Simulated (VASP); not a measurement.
# CdS (P6_3mc) in VASP: further runs, part 2 of 2

VASP 6.6.1. Earlier steps stand in the parts before.

### Step 3. Dielectric tensor, r2SCAN

This run uses another cell than the first one, of 25.41 Å³/atom.

Contents of INCAR:

```
SYSTEM = CdS
PREC = Accurate
ENCUT = 520
EDIFF = 1E-8
ISMEAR = 0
SIGMA = 0.01
LREAL = .FALSE.
LASPH = .TRUE.
NELM = 60
ALGO = Normal
ISIF = 2
LWAVE = .FALSE.
LCHARG = .FALSE.
METAGGA = R2SCAN
LMIXTAU = .TRUE.
LCALCEPS = .TRUE.
```

Contents of KPOINTS:

```
Automatic mesh
0
G
  6 6 4
  0 0 0
```

Contents of POSCAR:

```
CdS
1.0
    4.1646012827      0.0000000000      0.0000000000
   -2.0823006414      3.6066505075      0.0000000000
    0.0000000000      0.0000000000      6.7660104900
Cd S
2 2
Direct
    0.3333333333      0.6666666667     -0.0009631164
    0.6666666667      0.3333333333      0.4990368836
    0.3333333333      0.6666666667      0.3759631164
    0.6666666667      0.3333333333      0.8759631164
```

Potentials or basis: VASP PAW PBE potentials, release 64 (Cd, S).

On the command line:

```bash
> cat potpaw_PBE.64/Cd/POTCAR potpaw_PBE.64/S/POTCAR > POTCAR
> mpirun -np 1 vasp_std > vasp.out
```

OUTCAR:

```text
SYSTEM = CdS
   PREC = Accurate
   ENCUT = 520
   EDIFF = 1E-8
   ISMEAR = 0
   LREAL = .FALSE.
   LASPH = .TRUE.
   NELM = 60
   ISIF = 2
   METAGGA = R2SCAN

 ion  position               nearest neighbor table
   1  0.333  0.667  0.999-   4 2.54   4 2.54   4 2.54   3 2.55
   2  0.667  0.333  0.499-   3 2.54   3 2.54   3 2.54   4 2.55
   3  0.333  0.667  0.376-   2 2.54   2 2.54   2 2.54   1 2.55
   4  0.667  0.333  0.876-   1 2.54   1 2.54   1 2.54   2 2.55

  LATTYP: Found a hexagonal cell.
 ALAT       =     4.1646012827
 C/A-ratio  =     1.6246478428

  Lattice vectors:

 A1 = (   4.1646012827,   0.0000000000,   0.0000000000)
 A2 = (  -2.0823006414,   3.6066505075,   0.0000000000)
 A3 = (   0.0000000000,   0.0000000000,   6.7660104900)

Analysis of symmetry for initial positions (statically):
=====================================================================
 Subroutine PRICEL returns:
 Original cell was already a primitive cell.

 Routine SETGRP: Setting up the symmetry group for a
 hexagonal supercell.

 Subroutine GETGRP returns: Found 12 space group operations
 (whereof  6 operations were pure point group operations)
 out of a pool of 24 trial point group operations.

The static configuration has the point symmetry C_3v.
 The point group associated with its full space group is C_6v.

Analysis of symmetry for dynamics (positions and initial velocities):
=====================================================================
 Subroutine PRICEL returns:
 Original cell was already a primitive cell.

 Routine SETGRP: Setting up the symmetry group for a
 hexagonal supercell.

 Subroutine GETGRP returns: Found 12 space group operations
 (whereof  6 operations were pure point group operations)
 out of a pool of 24 trial point group operations.

The dynamic configuration has the point symmetry C_3v.
 The point group associated with its full space group is C_6v.

 Subroutine INISYM returns: Found 12 space group operations
 (whereof  6 operations are pure point group operations),
 and found     1 'primitive' translations

----------------------------------------------------------------------------------------

                                     Primitive cell

  volume of cell :     101.6272

  direct lattice vectors                    reciprocal lattice vectors
     4.164601283  0.000000000  0.000000000     0.240119025  0.138632784  0.000000000
    -2.082300641  3.606650507  0.000000000     0.000000000  0.277265568  0.000000000
     0.000000000  0.000000000  6.766010490     0.000000000  0.000000000  0.147797583

  length of vectors
     4.164601283  4.164601283  6.766010490     0.277265568  0.277265568  0.147797583

  position of ions in fractional coordinates (direct lattice)
     0.333333333  0.666666667  0.999036884
     0.666666667  0.333333333  0.499036884
     0.333333333  0.666666667  0.375963116
     0.666666667  0.333333333  0.875963116

  ion indices of the primitive-cell ions
   primitive index   ion index
                 1           1
                 2           2
                 3           3
                 4           4
[... 87 lines left out ...]
     AMIX     =   0.40;   BMIX     =  1.00
     AMIX_MAG =   1.60;   BMIX_MAG =  1.00
  volume/ion in A,a.u.               =      25.41       171.45
  Fermi-wavevector in a.u.,A,eV,Ry     =   1.158348  2.188960 18.255881  1.341769
  Thomas-Fermi vector in A             =   2.294951
   LORBIT       =      0    0 simple, 1 ext, 2 COOP (PROOUT), +10 PAW based schemes
   METAGGA = R2SCAN    functional components
   LHFCALC =     F    Hartree Fock is set to
   AEXX    =    0.0000 exact exchange contribution
   IVDW    =     0    specifies the selected vdW correction
   LEPSILON=     F    determine dielectric tensor
   LRPA    =     F    only Hartree local field effects (RPA)
   LRPA       =     F
 non-spin polarized calculation
 Gauss-broadening in eV      SIGMA  =   0.01
  energy-cutoff  :      520.00
  volume of cell :      101.63
 maximum number of plane-waves:      2786
 NGX is ok and might be reduce to    32
   NGX = 15   NGY = 15   NGZ = 25

 Total electronic dipole moment: p[elc]=(     0.00000     0.00000    -6.75858 ) |e| Angst

 Total electronic dipole moment: p[elc]=(     0.00000    -0.00000    -6.75858 ) |e| Angst

 number of electron      35.9999998 magnetization

 Free energy of the ion-electron system (eV)
  ---------------------------------------------------
  ext. energy  EPLUGINS =         0.00000000
  ---------------------------------------------------
  free energy    TOTEN  =       -59.31342715 eV

  energy without entropy =      -59.31342715  energy(sigma->0) =      -59.31342715

 E-fermi :   0.8860     XC(G=0):  -9.6088

 val. band max:        0.8446192110   @ k =   0.0000   0.0000   0.0000
 cond. band min:   10000.0000000000   @ k =   0.0000   0.0000   0.0000
 fundamental gap:   9999.1553807890
 Fermi energy:         0.8859871582

 k-point     1 :       0.0000    0.0000    0.0000
  band No.  band energies     occupation
      1     -11.8840      2.00000
      2     -11.4702      2.00000
      3      -7.0156      2.00000
      4      -7.0114      2.00000
      5      -7.0114      2.00000
      6      -6.9254      2.00000
[... 589 lines left out ...]
     21   10000.0000      0.00000
     22   10000.0000      0.00000

 [... further k-points ...]

------------------------ aborting loop because EDIFF is reached ----------------------------------------

            Ionic dipole moment: p[ion]=(     0.00000     0.00000    50.66688 ) |e| Angst

 Total electronic dipole moment: p[elc]=(    -0.00000    -0.00000    -6.73379 ) |e| Angst

 MACROSCOPIC STATIC DIELECTRIC TENSOR (including local field effects)
 ------------------------------------------------------
           5.300990    -0.000000     0.000000
          -0.000000     5.300990     0.000000
           0.000000     0.000000     5.413160
 ------------------------------------------------------

 PIEZOELECTRIC TENSOR (including local field effects) (e Angst)
          XX          YY          ZZ          XY          YZ          ZX
  --------------------------------------------------------------------------------
  x    -0.00000     0.00000     0.00000     0.00000    -0.00000     2.04222
  y     0.00000     0.00000     0.00000     0.00000     2.04222    -0.00000
  z     2.02498     2.02498    -4.13919    -0.00000     0.00000     0.00000

 PIEZOELECTRIC TENSOR (including local field effects) (C/m^2)
          XX          YY          ZZ          XY          YZ          ZX
  --------------------------------------------------------------------------------
  x    -0.00000     0.00000     0.00000     0.00000    -0.00000     0.32196
  y     0.00000     0.00000     0.00000     0.00000     0.32196    -0.00000
  z     0.31924     0.31924    -0.65255    -0.00000     0.00000     0.00000

 BORN EFFECTIVE CHARGES (including local field effects) (in |e|, cummulative output)
 ---------------------------------------------------------------------------------
 ion    1
    1     2.14584    -0.00000     0.00000
    2    -0.00000     2.14584     0.00000
    3     0.00000     0.00000     2.22269
 ion    2
    1     2.14584    -0.00000     0.00000
    2    -0.00000     2.14584    -0.00000
    3    -0.00000     0.00000     2.22269
 ion    3
    1    -2.14584     0.00000     0.00000
    2     0.00000    -2.14584    -0.00000
    3     0.00000     0.00000    -2.22269
 ion    4
    1    -2.14584     0.00000     0.00000
    2     0.00000    -2.14584     0.00000
    3    -0.00000     0.00000    -2.22269

  FORCE on cell =-STRESS in cart. coord.  units (eV):
  Direction    XX          YY          ZZ          XY          YZ          ZX
  --------------------------------------------------------------------------------------
  -------------------------------------------------------------------------------------
  Total        0.1842884      0.1842884      0.1906203     -0.0000000      0.0000000      0.0000000
  in kB        2.9053495      2.9053495      3.0051743     -0.0000000      0.0000000      0.0000000
  external PRESSURE =       2.9386245 kB  Pullay stress =       0.0000000 kB

 VOLUME and BASIS-vectors are now :
 -----------------------------------------------------------------------------
  energy-cutoff  :      520.00
  volume of cell :      101.63
      direct lattice vectors                 reciprocal lattice vectors
     4.164601283  0.000000000  0.000000000     0.240119025  0.138632784  0.000000000
    -2.082300641  3.606650507  0.000000000     0.000000000  0.277265568  0.000000000
     0.000000000  0.000000000  6.766010490     0.000000000  0.000000000  0.147797583

 POSITION                                       TOTAL-FORCE (eV/Angst)
 -----------------------------------------------------------------------------------
     -0.00000      2.40443      6.75949         0.000000     -0.000000     -0.000900
      2.08230      1.20222      3.37649        -0.000000      0.000000     -0.000900
     -0.00000      2.40443      2.54377        -0.000000     -0.000000      0.000900
      2.08230      1.20222      5.92678        -0.000000      0.000000      0.000900
 -----------------------------------------------------------------------------------
    total drift:                               -0.000000     -0.000000     -0.007659

  FREE ENERGIE OF THE ION-ELECTRON SYSTEM (eV)
  ---------------------------------------------------
  free  energy   TOTEN  =       -59.3134271469 eV

  energy  without entropy=      -59.3134271469  energy(sigma->0) =      -59.31342715
```

stdout:

```text
POSCAR found type information on POSCAR CdS
 POSCAR found :  2 types and       4 ions
 scaLAPACK will be used
 -----------------------------------------------------------------------------
[... 111 lines left out ...]
 p_tot=( -0.550E-05  0.241E-01  0.439E+02 )
dp_tot=( -0.557E-05  0.241E-01 -0.738E-05 )  diag[e(oo)]=(    ---    5.29777    ---   )
 p_tot=( -0.555E-05  0.242E-01  0.439E+02 )
dp_tot=( -0.563E-05  0.242E-01 -0.754E-05 )  diag[e(oo)]=(    ---    5.30384    ---   )
 p_tot=( -0.563E-05  0.242E-01  0.439E+02 )
dp_tot=( -0.571E-05  0.242E-01 -0.772E-05 )  diag[e(oo)]=(    ---    5.30523    ---   )
 p_tot=( -0.566E-05  0.242E-01  0.439E+02 )
dp_tot=( -0.574E-05  0.242E-01 -0.788E-05 )  diag[
```

Wall time 37 min (1 thread of Intel Xeon 6975P-C (Granite Rapids), shared host); peak memory 0.76 GiB.

Results:

* Band gap on the k mesh: 1.63 eV
* Electronic dielectric tensor (diagonal): 5.30, 5.30, 5.41
* Born charges (mean of the diagonal): Cd +2.17; S -2.17 e

Levels at points of the mesh, in eV from the valence-band top:
| k point | band 14 | band 15 | band 16 | band 17 | band 18 | band 19 | band 20 | band 21 | band 22 |
| --- | --- | --- | --- | --- | --- | --- | --- | --- | --- |
| (0.00, 0.00, 0.00) | -0.74 | -0.74 | -0.04 | 0.00 | 0.00 | 1.63 | 3.22 | 6.99 | 6.99 |
| (0.50, 0.00, 0.00) | -3.45 | -2.60 | -1.85 | -1.26 | -0.74 | 4.15 | 4.25 | 5.43 | 6.84 |
| (0.00, 0.00, 0.50) | -2.41 | -0.38 | -0.38 | -0.38 | -0.38 | 3.26 | 3.26 | 6.62 | 6.62 |
| (0.50, 0.00, 0.50) | -4.07 | -1.33 | -1.33 | -1.30 | -1.30 | 3.87 | 3.87 | 5.79 | 5.79 |

Electronic dielectric tensor:
```
5.30 0.00 0.00
0.00 5.30 0.00
0.00 0.00 5.41
```

Born effective charge tensors (e):
atom 1, Cd
```
2.15 0.00 0.00
0.00 2.15 0.00
0.00 0.00 2.22
```
atom 2, Cd
```
2.15 0.00 0.00
0.00 2.15 0.00
0.00 0.00 2.22
```
atom 3, S
```
-2.15  0.00  0.00
 0.00 -2.15  0.00
 0.00  0.00 -2.22
```
atom 4, S
```
-2.15  0.00  0.00
 0.00 -2.15  0.00
 0.00  0.00 -2.22
```

Dipole moments of the cell (e·Å, modulo the quantum): ionic 0.000, 0.000, 50.667; electronic 0.000, 0.000, -6.734

Caveat: the PAW data sets were made with another functional, which shifts forces and pressure a little.

The gap in the log of VASP goes by the Fermi energy; the results here count the filled bands.